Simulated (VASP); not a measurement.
Set up this calculation in VASP 6.6.1, as the native input.

```
Task                   : single point
Functional             : PBE
Potentials or basis    : VASP PAW PBE potentials, release 64 (Li_sv, Cr_pv, Fe, O)
Cutoff                 : 750 eV
k mesh                 : 4 × 4 × 4
Occupations            : gaussian, width 0.05 eV
Spin                   : collinear spin, ferrimagnetic start
Starting moments       : [0.0, 2.67, 2.67, 2.67, 2.67, -4.06, -0.05, -0.05, -0.05, -0.05, -0.15, -0.15, -0.15, -0.15] μB
Hubbard terms          : Cr d U = 3.7 eV, Fe d U = 4.0 eV
Dipole correction      : no
Further INCAR settings : ALGO = Normal; EDIFF = 1e-06; NBANDS = 70
```

The structure of LiCr4FeO8 lies in POSCAR:

```
LiCr4FeO8
1.0
    0.0000000000      4.1382000000      4.1382000000
    4.1382000000      0.0000000000      4.1382000000
    4.1382000000      4.1382000000      0.0000000000
Li Cr Fe O
1 4 1 8
Direct
    0.0000000000      0.0000000000      0.0000000000
    0.6275150097      0.6275150097      0.6275150097
    0.6275150097      0.6275150097      0.1174549709
    0.6275150097      0.1174549709      0.6275150097
    0.1174549709      0.6275150097      0.6275150097
    0.2500000000      0.2500000000      0.2500000000
    0.8638500503      0.8638500503      0.8638500503
    0.8638500503      0.8638500503      0.4084498491
    0.8638500503      0.4084498491      0.8638500503
    0.4084498491      0.8638500503      0.8638500503
    0.3832199075      0.3832199075      0.3832199075
    0.3832199075      0.3832199075      0.8503402776
    0.3832199075      0.8503402776      0.3832199075
    0.8503402776      0.3832199075      0.3832199075
```

These files were run (other wordings do the same):

INCAR

```
SYSTEM = LiCr4FeO8
PREC     = Accurate       ! precision mode
ENCUT    = 750            ! plane-wave cutoff, eV
EDIFF    = 1E-6           ! SCF threshold, eV
ISMEAR   = 0              ! smearing method
SIGMA    = 0.05           ! smearing width, eV
LREAL    = .FALSE.        ! projectors in reciprocal space
LASPH    = .TRUE.         ! aspherical terms in the spheres
NELM     = 200            ! most SCF steps
ALGO     = Normal         ! electronic algorithm
ISIF     = 2              ! what is computed and relaxed
LWAVE    = .FALSE.        ! write WAVECAR
LCHARG   = .FALSE.        ! write CHGCAR
ISPIN    = 2              ! spin polarisation
MAGMOM   = 0 2.67 2.67 2.67 2.67 -4.06 -0.05 -0.05 -0.05 -0.05 -0.15 -0.15 -0.15 -0.15 ! initial moments
LORBIT   = 11             ! projections on sites
LMAXMIX  = 4              ! l up to which the mixer works
LDAU     = .TRUE.         ! DFT+U
LDAUTYPE = 2            
LDAUL    = -1 2 2 -1      ! shell
LDAUU    = 0 3.7 4 0      ! U, eV
LDAUJ    = 0 0 0 0      
LDAUPRINT= 1            
GGA      = PE             ! functional
NBANDS   = 70             ! bands
GGA_COMPAT= .FALSE.
```

KPOINTS

```
regular mesh
0
G
  4 4 4
  0 0 0
```

Potentials or basis: VASP PAW PBE potentials, release 64 (Li_sv, Cr_pv, Fe, O).

The run is started by

```sh
$ cat potpaw_PBE.64/Li_sv/POTCAR potpaw_PBE.64/Cr_pv/POTCAR potpaw_PBE.64/Fe/POTCAR potpaw_PBE.64/O/POTCAR > POTCAR
$ mpirun -np 1 vasp_std > vasp.out
```

It gave:

| Quantity | Value |
| --- | --- |
| Pressure | 9.6 GPa |
| Largest force | 0.302 eV/Å |
| Band gap on the k mesh | 1.76 eV, indirect (least direct gap 1.86 eV) |
| Net moment | 7.00 μB per cell |
| Site moments | Li +0.00; Cr +2.90; Fe -4.14; O -0.04, -0.13 μB |
| Valence electrons inside the program's atomic spheres | Li 2.09; Cr 10.72; Fe 6.83; O 5.07, 5.08 |

It took 18 min on 1 thread of Intel Xeon 8259CL, on a shared host, peak memory 0.64 GiB.
